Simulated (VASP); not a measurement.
# Mo (Im-3m) in VASP: settings compared

Mo is run at these levels: PBEsol+D4, PBE+D4, revPBE+D3(BJ), PBE, BLYP; tasks: single point.

Everything below comes from runs of VASP 6.6.1. Logs are shortened: lines on timing, memory, paths and dates and some standing lists are left out, and cuts for length are marked.

### 1 The cell of the first run

Symmetry: Im-3m, No. 229, cubic system. The conventional cell has a = 3.116 Å, b = 3.116 Å, c = 3.116 Å, α = 90.00°, β = 90.00°, γ = 90.00°. Within 3.6 Å of Mo (site symmetry m-3m) lie 14 Mo at 2.70 to 3.12 Å.

### 2 Single point, PBEsol+D4

INCAR reads:

```
SYSTEM = Mo
PREC = Accurate
ENCUT = 520
EDIFF = 1E-6
ISMEAR = -1
SIGMA = 0.05
LREAL = .False.
LASPH = .True.
NELM = 100
ALGO = Normal
ISIF = 2
LWAVE = .False.
LCHARG = .True.
GGA = PS
IVDW = 13
LELF = .True.
LVHAR = .True.
NBANDS = 13
```

KPOINTS reads:

```
Automatic mesh
0
Gamma
  12 12 12
  0 0 0
```

POSCAR reads:

```
Mo
1.0
   -1.5582455620      1.5582455620      1.5582455620
    1.5582455620     -1.5582455620      1.5582455620
    1.5582455620      1.5582455620     -1.5582455620
Mo
1
Direct
    0.0000000000      0.0000000000      0.0000000000
```

Potentials or basis: VASP PAW PBE potentials, release 64 (Mo_sv).

Started as:

```bash
> cat potpaw_PBE.64/Mo_sv/POTCAR > POTCAR
> mpirun -np 1 vasp_std > vasp.out
```

OUTCAR:

```text
SYSTEM = Mo
   PREC = Accurate
   ENCUT = 520
   EDIFF = 1E-6
   ISMEAR = -1
   LREAL = .False.
   LASPH = .True.
   NELM = 100
   ISIF = 2
   GGA = PS
   IVDW = 13

 ion  position               nearest neighbor table
   1  0.000  0.000  0.000-

  LATTYP: Found a body centered cubic cell.
 ALAT       =     3.1164911240

  Lattice vectors:

 A1 = (  -1.5582455620,   1.5582455620,   1.5582455620)
 A2 = (   1.5582455620,  -1.5582455620,   1.5582455620)
 A3 = (   1.5582455620,   1.5582455620,  -1.5582455620)

Analysis of symmetry for initial positions (statically):
=====================================================================
 Subroutine PRICEL returns:
 Original cell was already a primitive cell.

 Routine SETGRP: Setting up the symmetry group for a
 body centered cubic supercell.

 Subroutine GETGRP returns: Found 48 space group operations
 (whereof 48 operations were pure point group operations)
 out of a pool of 48 trial point group operations.

The static configuration has the point symmetry O_h .

Analysis of symmetry for dynamics (positions and initial velocities):
=====================================================================
 Subroutine PRICEL returns:
 Original cell was already a primitive cell.

 Routine SETGRP: Setting up the symmetry group for a
 body centered cubic supercell.

 Subroutine GETGRP returns: Found 48 space group operations
 (whereof 48 operations were pure point group operations)
 out of a pool of 48 trial point group operations.

The dynamic configuration has the point symmetry O_h .

 Subroutine INISYM returns: Found 48 space group operations
 (whereof 48 operations are pure point group operations),
 and found     1 'primitive' translations

----------------------------------------------------------------------------------------

                                     Primitive cell

  volume of cell :      15.1345

  direct lattice vectors                    reciprocal lattice vectors
    -1.558245562  1.558245562  1.558245562     0.000000000  0.320873688  0.320873688
     1.558245562 -1.558245562  1.558245562     0.320873688  0.000000000  0.320873688
     1.558245562  1.558245562 -1.558245562     0.320873688  0.320873688  0.000000000

  length of vectors
     2.698960484  2.698960484  2.698960484     0.453783921  0.453783921  0.453783921

  position of ions in fractional coordinates (direct lattice)
     0.000000000  0.000000000  0.000000000

  ion indices of the primitive-cell ions
   primitive index   ion index
                 1           1

----------------------------------------------------------------------------------------

 KPOINTS: Automatic mesh

Automatic generation of k-mesh.
 Grid dimensions read from file:
 generate k-points for:   12   12   12

 Generating k-lattice:

  Cartesian coordinates                     Fractional coordinates (reciprocal lattice)
     0.000000000  0.026739474  0.026739474     0.083333333  0.000000000  0.000000000
     0.026739474  0.000000000  0.026739474     0.000000000  0.083333333  0.000000000
     0.026739474  0.026739474  0.000000000     0.000000000  0.000000000  0.083333333

  Length of vectors
     0.037815327  0.037815327  0.037815327

  Shift w.r.t. Gamma in fractional coordinates (k-lattice)
     0.000000000  0.000000000  0.000000000

 Subroutine IBZKPT returns following result:
 ===========================================

 Found     72 irreducible k-points:

 Following reciprocal coordinates:
            Coordinates               Weight
  0.000000  0.000000  0.000000      1.000000
  0.083333  0.000000  0.000000     12.000000
  0.166667  0.000000  0.000000     12.000000
  0.250000  0.000000  0.000000     12.000000
  0.333333  0.000000  0.000000     12.000000
  0.416667  0.000000  0.000000     12.000000
[... 16 lines left out ...]
  0.333333  0.083333  0.083333     24.000000
  0.416667  0.083333  0.083333     12.000000
 [... further k-points ...]
   k-points           NKPTS =     72   k-points in BZ     NKDIM =     72   number of bands    NBANDS=     13
   number of dos      NEDOS =    301   number of ions     NIONS =      1
   total plane-waves  NPLWV =   8000
   dimension x,y,z NGX =    20 NGY =   20 NGZ =   20
   dimension x,y,z NGXF=    40 NGYF=   40 NGZF=   40
   ions per type =               1
   NGX,Y,Z   is equivalent  to a cutoff of  12.32, 12.32, 12.32 a.u.
   NGXF,Y,Z  is equivalent  to a cutoff of  24.64, 24.64, 24.64 a.u.
 SYSTEM =  Mo
   PREC   = accura    normal or accurate (medium, high low for compatibility)
   ISTART =      0    job   : 0-new  1-cont  2-samecut
   ICHARG =      2    charge: 1-file 2-atom 10-const
   ISPIN  =      1    spin polarized calculation?
   LNONCOLLINEAR =      F non collinear calculations
   LSORBIT =      F    spin-orbit coupling
   LASPH  =      T    aspherical Exc in radial PAW
   ENCUT  =  520.0 eV  38.22 Ry    6.18 a.u.   5.02  5.02  5.02*2*pi/ulx,y,z
   NELM   =    100;   NELMIN=  2; NELMDL= -5     # of ELM steps
[... 58 lines left out ...]
      3     -21.4171      2.00000
      4     -21.4171      2.00000
      5       5.6022      2.00000
      6      11.5615      2.00000
      7      11.5615      2.00000
      8      11.5615      2.00000
      9      14.6969      0.00000
     10      14.6969      0.00000
     11      27.8459      0.00000
     12      27.8459      0.00000
     13      27.8459      0.00000

 k-point     2 :       0.0833    0.0000    0.0000
  band No.  band energies     occupation
      1     -48.1892      2.00000
      2     -21.5294      2.00000
      3     -21.4515      2.00000
      4     -21.4180      2.00000
      5       5.9184      2.00000
      6      11.3812      2.00000
      7      11.5268      2.00000
      8      11.8629      2.00000
      9      14.4421      0.00000
     10      14.7019      0.00000
     11      28.0817      0.00000
     12      28.3832      0.00000
     13      28.4829      0.00000

 k-point     3 :       0.1667    0.0000    0.0000
  band No.  band energies     occupation
      1     -48.1346      2.00000
      2     -21.8299      2.00000
      3     -21.5445      2.00000
      4     -21.4206      2.00000
      5       6.7456      2.00000
      6      10.9244      2.00000
      7      11.3688      2.00000
      8      12.7391      1.95646
      9      14.0936      0.00000
     10      14.7427      0.00000
     11      28.4360      0.00000
     12      29.6682      0.00000
     13      29.8988      0.00000

 k-point     4 :       0.2500    0.0000    0.0000
  band No.  band energies     occupation
      1     -48.0591      2.00000
      2     -22.2265      2.00000
      3     -21.6692      2.00000
      4     -21.4243      2.00000
      5       7.6040      2.00000
      6      10.3684      2.00000
      7      11.3697      2.00000
      8      14.0990      0.00000
      9      14.1520      0.00000
     10      14.8658      0.00000
     11      27.9247      0.00000
     12      29.5519      0.00000
     13      32.1723      0.00000

 k-point     5 :       0.3333    0.0000    0.0000
  band No.  band energies     occupation
      1     -47.9826      2.00000
      2     -22.6088      2.00000
      3     -21.7915      2.00000
      4     -21.4280      2.00000
      5       7.7898      2.00000
      6       9.8722      2.00000
      7      12.3031      1.99999
      8      14.5094      0.00000
      9      15.0781      0.00000
     10      15.7535      0.00000
     11      26.5921      0.00000
     12      27.8286      0.00000
     13      34.4866      0.00000
[... 257 lines left out ...]
 k-point    22 :       0.2500    0.0833    0.0833
  band No.  band energies     occupation
      1     -47.9678      2.00000
      2     -22.6176      2.00000
      3     -21.8076      2.00000
      4     -21.5241      2.00000
      5       8.4314      2.00000
      6       9.7814      2.00000
      7      11.2778      2.00000
      8      14.6049      0.00000
      9      15.1254      0.00000
     10      17.2522      0.00000
     11      27.1601      0.00000
     12      27.5752      0.00000
     13      31.3700      0.00000

 k-point    23 :       0.3333    0.0833    0.0833
  band No.  band energies     occupation
      1     -47.9175      2.00000
      2     -22.8090      2.00000
      3     -21.9387      2.00000
      4     -21.5335      2.00000
      5       8.1770      2.00000
      6       9.5151      2.00000
      7      12.6642      1.99010
      8      14.8471      0.00000
      9      15.3510      0.00000
     10      18.9226      0.00000
     11      25.4591      0.00000
     12      26.0199      0.00000
     13      29.9695      0.00000

 k-point    24 :       0.4167    0.0833    0.0833
  band No.  band energies     occupation
      1     -47.8990      2.00000
      2     -22.8769      2.00000
      3     -21.9878      2.00000
      4     -21.5370      2.00000
      5       8.0492      2.00000
      6       9.4247      2.00000
      7      13.3835      0.00023
      8      14.9230      0.00000
      9      15.4404      0.00000
     10      19.6590      0.00000
     11      24.4858      0.00000
     12      25.5973      0.00000
     13      29.4355      0.00000

 [... further k-points ...]

------------------------ aborting loop because EDIFF is reached ----------------------------------------

  DFT-D4 for vdW energy calculation

  Edisp (eV):   -0.36655

  FORCE on cell =-STRESS in cart. coord.  units (eV):
  Direction    XX          YY          ZZ          XY          YZ          ZX
  --------------------------------------------------------------------------------------
  -------------------------------------------------------------------------------------
  Total       0.05504     0.05504     0.05504     0.00000    -0.00000     0.00000
  in kB       5.82652     5.82652     5.82652     0.00000    -0.00000     0.00000
  external pressure =        5.83 kB  Pullay stress =        0.00 kB

 VOLUME and BASIS-vectors are now :
 -----------------------------------------------------------------------------
  energy-cutoff  :      520.00
  volume of cell :       15.13
      direct lattice vectors                 reciprocal lattice vectors
    -1.558245562  1.558245562  1.558245562     0.000000000  0.320873688  0.320873688
     1.558245562 -1.558245562  1.558245562     0.320873688  0.000000000  0.320873688
     1.558245562  1.558245562 -1.558245562     0.320873688  0.320873688  0.000000000

 POSITION                                       TOTAL-FORCE (eV/Angst)
 -----------------------------------------------------------------------------------
      0.00000      0.00000      0.00000         0.000000     -0.000000      0.000000
 -----------------------------------------------------------------------------------
    total drift:                                0.000000     -0.000000      0.000000

  FREE ENERGIE OF THE ION-ELECTRON SYSTEM (eV)
  ---------------------------------------------------
  free  energy   TOTEN  =       -12.1583875767 eV

  energy  without entropy=      -12.1562197993  energy(sigma->0) =      -12.15730369
```

It took 12 s on 1 thread of Intel Xeon Platinum 8259CL at 2.50GHz (Skylake/Cascade Lake), shared host; peak memory 0.13 GiB.

Results:

| Quantity | Value |
| --- | --- |
| Free energy | -12.1584 eV |
| Pressure | 0.6 GPa |
| Band gap on the k mesh | zero (band 7 reaches 17.19 eV, above the bottom of band 8 at 11.56 eV) |
| Dispersion energy per atom | -0.367 eV |

Levels at points of the mesh, in eV from the Fermi level:
```tsv
k point	band 3	band 4	band 5	band 6	band 7	band 8	band 9	band 10	band 11	band 12
(0.00, 0.00, 0.00)	-34.35	-34.35	-7.33	-1.37	-1.37	-1.37	1.77	1.77	14.92	14.92
(0.50, 0.00, 0.00)	-34.84	-34.36	-5.49	-3.51	1.79	1.82	2.48	5.07	12.06	12.21
(0.50, 0.50, 0.50)	-35.42	-35.42	-5.66	-5.66	4.26	4.26	4.26	9.34	9.34	9.34
```

Caveat: the PAW data sets were made with another functional, which shifts forces and pressure a little; pairwise dispersion overbinds metals, which lowers pressure and volume.

### 3 Single point, PBE+D4

This run uses another cell than the first one, of 15.43 Å³/atom, 1.020 times its volume.

INCAR reads:

```
PREC = Accurate ; ENCUT = 520
EDIFF = 1E-6 ; ISMEAR = -1
SIGMA = 0.05 ; LREAL = F
LASPH = T ; NELM = 100
ALGO = Normal ; ISIF = 2
LWAVE = F ; LCHARG = F
GGA = PE ; IVDW = 13
NBANDS = 13
```

KPOINTS reads:

```
Automatic mesh
0
Gamma
  12 12 12
```

POSCAR reads:

```
Mo
1.0
   -1.5684455037      1.5684455037      1.5684455037
    1.5684455037     -1.5684455037      1.5684455037
    1.5684455037      1.5684455037     -1.5684455037
Mo
1
Direct
    0.0000000000      0.0000000000      0.0000000000
```

Potentials or basis: VASP PAW PBE potentials, release 64 (Mo_sv).

Started as:

```bash
> cat potpaw_PBE.64/Mo_sv/POTCAR > POTCAR
> mpirun -np 1 vasp_std > vasp.out
```

It took 15 s on 1 thread of Intel Xeon Platinum 8259CL at 2.50GHz (Skylake/Cascade Lake), shared host; peak memory 0.13 GiB.

The run converged. Its results:

| Item | Value |
| --- | --- |
| Free energy | -11.5603 eV |
| Pressure | 0.6 GPa |
| Band gap on the k mesh | zero (band 7 reaches 16.85 eV, above the bottom of band 8 at 11.41 eV) |
| Dispersion energy per atom | -0.616 eV |

Levels at points of the mesh, in eV from the Fermi level:
```csv
k point,band 3,band 4,band 5,band 6,band 7,band 8,band 9,band 10,band 11,band 12
"(0.00, 0.00, 0.00)",-34.47,-34.47,-7.23,-1.34,-1.34,-1.34,1.73,1.73,14.90,14.90
"(0.50, 0.00, 0.00)",-34.93,-34.48,-5.35,-3.41,1.73,1.77,2.41,4.88,11.90,12.04
"(0.50, 0.50, 0.50)",-35.47,-35.47,-5.49,-5.49,4.10,4.10,4.10,9.21,9.21,9.21
```

Caveat: pairwise dispersion overbinds metals, which lowers pressure and volume.

### 4 Single point, revPBE+D3(BJ)

This run uses another cell than the first one, of 15.09 Å³/atom, 0.997 times its volume.

INCAR reads:

```
  PREC = Accurate
  ENCUT = 520
  EDIFF = 1E-7
  ISMEAR = -1
  SIGMA = 0.05
  LREAL = False
  LASPH = True
  NELM = 60
  ALGO = Normal
  ISIF = 2
  LWAVE = False
  LCHARG = True
  GGA = RE
  IVDW = 12
  LELF = True
  LVHAR = True
  NBANDS = 13
```

KPOINTS is that of step 3.

POSCAR reads:

```
Mo
1.0
   -1.5565702023      1.5565702023      1.5565702023
    1.5565702023     -1.5565702023      1.5565702023
    1.5565702023      1.5565702023     -1.5565702023
Mo
1
Direct
    0.0000000000      0.0000000000      0.0000000000
```

Started as:

```bash
> cat potpaw_PBE.64/Mo_sv/POTCAR > POTCAR
> mpirun -np 1 vasp_std > vasp.out
```

Run time: 14 s. Hardware: 1 thread of Intel Xeon Platinum 8259CL at 2.50GHz (Skylake/Cascade Lake), shared host; peak memory 0.14 GiB.

It converged, with:

```
Free energy                : -11.8404 eV
Pressure                   : 0.7 GPa
Band gap on the k mesh     : zero (band 7 reaches 17.40 eV, above the bottom of band 8 at 11.79 eV)
Dispersion energy per atom : -1.384 eV
```

Levels at points of the mesh, in eV from the Fermi level:
| k point | band 3 | band 4 | band 5 | band 6 | band 7 | band 8 | band 9 | band 10 | band 11 | band 12 |
| --- | --- | --- | --- | --- | --- | --- | --- | --- | --- | --- |
| (0.00, 0.00, 0.00) | -34.43 | -34.43 | -7.28 | -1.38 | -1.38 | -1.38 | 1.78 | 1.78 | 14.93 | 14.93 |
| (0.50, 0.00, 0.00) | -34.92 | -34.44 | -5.48 | -3.52 | 1.82 | 1.83 | 2.49 | 5.04 | 12.08 | 12.27 |
| (0.50, 0.50, 0.50) | -35.50 | -35.50 | -5.66 | -5.66 | 4.23 | 4.23 | 4.23 | 9.41 | 9.41 | 9.41 |

Caveat: the PAW data sets were made with another functional, which shifts forces and pressure a little; pairwise dispersion overbinds metals, which lowers pressure and volume.

### 5 Single point, PBE

This run uses another cell than the first one, of 15.89 Å³/atom, 1.050 times its volume.

INCAR reads:

```
PREC = Accurate ; ENCUT = 520
EDIFF = 1E-7 ; ISMEAR = 0
SIGMA = 0.012 ; LREAL = F
LASPH = T ; NELM = 100
ALGO = Fast ; ISIF = 2
LWAVE = F ; LCHARG = F
GGA = PE ; NBANDS = 13
```

KPOINTS is that of step 4.

POSCAR reads:

```
Mo
1.0
   -1.5838089719      1.5838089719      1.5838089719
    1.5838089719     -1.5838089719      1.5838089719
    1.5838089719      1.5838089719     -1.5838089719
Mo
1
Direct
    0.0000000000      0.0000000000      0.0000000000
```

Started as:

```bash
> cat potpaw_PBE.64/Mo_sv/POTCAR > POTCAR
> mpirun -np 1 vasp_std > vasp.out
```

Wall time 17 s (1 thread of Intel Xeon Platinum 8259CL at 2.50GHz (Skylake/Cascade Lake), shared host); peak memory 0.13 GiB.

Results (log left out):

* Free energy: -10.9498 eV
* Pressure: -1.4 GPa
* Band gap on the k mesh: zero (band 7 reaches 16.22 eV, above the bottom of band 8 at 11.00 eV)

Levels at points of the mesh, in eV from the Fermi level:
```csv
k point,band 5,band 6,band 7,band 8,band 9,band 10
"(0.00, 0.00, 0.00)",-7.13,-1.28,-1.28,-1.28,1.69,1.69
"(0.50, 0.00, 0.00)",-5.17,-3.27,1.62,1.71,2.32,4.68
"(0.50, 0.50, 0.50)",-5.26,-5.26,3.94,3.94,3.94,8.99
```

### 6 Single point, BLYP

This run uses another cell than the first one, of 16.40 Å³/atom, 1.084 times its volume.

INCAR reads:

```
SYSTEM = Mo
  PREC = Accurate
  ENCUT = 520
  EDIFF = 1E-6
  ISMEAR = -1
  SIGMA = 0.05
  LREAL = .FALSE.
  LASPH = .TRUE.
  NELM = 60
  ALGO = Normal
  ISIF = 2
  LWAVE = .FALSE.
  LCHARG = .FALSE.
  GGA = B5
  ALDAX = 1.0
  AGGAX = 1.0
  AGGAC = 1.0
  ALDAC = 0.0
  NBANDS = 13
```

KPOINTS reads:

```
Automatic mesh
0
G
  12 12 12
  0 0 0
```

POSCAR reads:

```
Mo
1.0
   -1.6006695392      1.6006695392      1.6006695392
    1.6006695392     -1.6006695392      1.6006695392
    1.6006695392      1.6006695392     -1.6006695392
Mo
1
Direct
    0.0000000000      0.0000000000      0.0000000000
```

Potentials or basis: VASP PAW PBE potentials, release 64 (Mo_sv).

Started as:

```bash
> cat potpaw_PBE.64/Mo_sv/POTCAR > POTCAR
> mpirun -np 1 vasp_std > vasp.out
```

Run time: 22 s. Hardware: 1 thread of Intel Xeon Platinum 8259CL at 2.50GHz (Skylake/Cascade Lake), shared host; peak memory 0.14 GiB.

Results (log left out):

| Item | Value |
| --- | --- |
| Free energy | -9.5108 eV |
| Pressure | 0.9 GPa |
| Band gap on the k mesh | zero (band 7 reaches 16.00 eV, above the bottom of band 8 at 11.03 eV) |

Levels at points of the mesh, in eV from the Fermi level:
| k point | band 5 | band 6 | band 7 | band 8 | band 9 | band 10 |
| --- | --- | --- | --- | --- | --- | --- |
| (0.00, 0.00, 0.00) | -6.84 | -1.30 | -1.30 | -1.30 | 1.58 | 1.58 |
| (0.50, 0.00, 0.00) | -4.94 | -3.17 | 1.56 | 1.75 | 2.14 | 4.36 |
| (0.50, 0.50, 0.50) | -4.98 | -4.98 | 3.67 | 3.67 | 3.67 | 8.90 |

Caveat: the PAW data sets were made with another functional, which shifts forces and pressure a little.

### 7 Summary

```tsv
level	cell	smearing	gap on the mesh (eV)	pressure (GPa)
PBEsol+D4	a = 2.699 Å, angles 109.5°, 1 atom	fermi-dirac 0.05 eV	none	0.6
PBE+D4	a = 2.717 Å, angles 109.5°, 1 atom	fermi-dirac 0.05 eV	none	0.6
revPBE+D3(BJ)	a = 2.696 Å, angles 109.5°, 1 atom	fermi-dirac 0.05 eV	none	0.7
PBE	a = 2.743 Å, angles 109.5°, 1 atom	gaussian 0.012 eV	none	-1.4
BLYP	a = 2.772 Å, angles 109.5°, 1 atom	fermi-dirac 0.05 eV	none	0.9
```

Alike in all rows: task single point; potentials or basis VASP PAW PBE potentials, release 64 (Mo_sv); no spin polarisation; k mesh 12 × 12 × 12; cutoff (eV) 520.

Caveats: the PAW data sets were made with another functional, which shifts forces and pressure a little (some runs); pairwise dispersion overbinds metals, which lowers pressure and volume (some runs).

Absolute energies hang on the potentials; compare differences alone.
